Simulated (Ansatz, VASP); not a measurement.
# BN in VASP and in Ansatz

File INCAR:

```
SYSTEM = BN
PREC     = Accurate       ! precision mode
ENCUT    = 520            ! plane-wave cutoff, eV
EDIFF    = 1E-6           ! SCF threshold, eV
ISMEAR   = 0              ! smearing method
SIGMA    = 0.02           ! smearing width, eV
LREAL    = .FALSE.        ! projectors in reciprocal space
LASPH    = .TRUE.         ! aspherical terms in the spheres
NELM     = 100            ! most SCF steps
ALGO     = Normal         ! electronic algorithm
ISIF     = 2              ! what is computed and relaxed
LWAVE    = .FALSE.        ! write WAVECAR
LCHARG   = .FALSE.        ! write CHGCAR
GGA      = PE             ! functional
NBANDS   = 16             ! bands
```

Contents of KPOINTS:

```
Automatic mesh
0
G
  12 12 4
  0 0 0
```

The input POSCAR:

```
BN
1.0
    2.5121768666      0.0000000000      0.0000000000
   -1.2560884333      2.1756089853      0.0000000000
    0.0000000000      0.0000000000      8.3694704798
B N
2 2
Direct
    0.3333333333      0.6666666667      0.2500000000
    0.6666666667      0.3333333333      0.7500000000
    0.3333333333      0.6666666667      0.7500000000
    0.6666666667      0.3333333333      0.2500000000
```

Input for Ansatz:

```yaml
crystal:
  lattice:
    - [2.5121768666, 0.0, 0.0]
    - [-1.2560884333, 2.1756089853, 0.0]
    - [0.0, 0.0, 8.3694704798]
  atoms:
    - { symbol: B, position: [0.3333333333, 0.6666666667, 0.25] }
    - { symbol: B, position: [0.6666666667, 0.3333333333, 0.75] }
    - { symbol: "N", position: [0.3333333333, 0.6666666667, 0.75] }
    - { symbol: "N", position: [0.6666666667, 0.3333333333, 0.25] }
basis:
  ecutwfc: 420
kpoints:
  mp_grid: { grid: [12, 12, 4] }
  band_path: { path: [VBM, CBM], npoints: 2 }
hamiltonian:
  xc: pbe
scf:
  occupations: { method: gaussian, width: 0.02 }
output:
  forces: false
  stress: false
  eigenvalues: true
checkpoint:
  read: start.run
  write: ck
  compress: false
  write_wavefunctions: false
  write_every: 100000
```

Alike in both runs: task single point; functional PBE; k mesh 12 × 12 × 4; occupations gaussian, width 0.02 eV; no spin polarisation.

```csv
,VASP,Ansatz
version,VASP 6.6.1,Ansatz 0.2.0
potentials or method,"VASP PAW PBE potentials, release 64 (B, N), cutoff 520 eV","scalar-relativistic, plane waves, PAW"
valence electrons in the cell,16,16
```

|  | VASP | Ansatz | Ansatz less VASP |
| --- | --- | --- | --- |
| gap on the k mesh at the Fermi level (eV) | 4.39 | 4.39 | +0.002 |
| least direct gap on the mesh (eV) | 4.66 | 4.66 | +0.003 |
